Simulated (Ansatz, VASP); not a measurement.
**Ta3N in VASP and in Ansatz**

```
Ta N
1.0
     3.02177    0.00000    0.00000
    -1.51089    2.61693    0.00000
     0.00000    0.00000    7.55759
Ta N
3 1
Direct
  0.93105 0.96552 0.46624
  0.26438 0.63219 0.13984
  0.59771 0.29886 0.79265
  0.00000 0.00000 0.00000
```

Change from the starting cell: all Ta atoms moved +0.312 Å, as atom 1 towards its neighbour atom 2 (Ta) at 3.021 Å.

Alike in both runs: task single point; functional PBE; k mesh 18 × 18 × 6; occupations gaussian, width 0.15 eV; no spin polarisation.

```csv
,VASP,Ansatz
version,VASP 6.6.1,Ansatz 0.2.0
potentials or method,"VASP PAW PBE potentials, release 64 (Ta_pv, N), cutoff 520 eV","scalar-relativistic, plane waves, PAW"
valence electrons in the cell,38,44
```

Ansatz gave:

* gap on the k mesh at the Fermi level (eV): none
* pressure (GPa): 6.3
* traceless stress, the component that is largest in VASP (GPa): -3.38
* rms of the force components (eV/Å): 1.566

Estimate VASP's values.

gap on the k mesh at the Fermi level (eV): none; pressure (GPa): 6.7; traceless stress, the component that is largest in VASP (GPa): -3.47; rms of the force components (eV/Å): 1.594.

Atom by atom the forces differ by 0.035 eV/Å (rms over components). A gap of «none» marks a metal or a gap that the smearing closes. VASP's potentials hold 38 valence electrons a cell and Ansatz's 44, so a difference there can come from the potentials and not from the codes.

Neither program's run includes spin-orbit coupling.
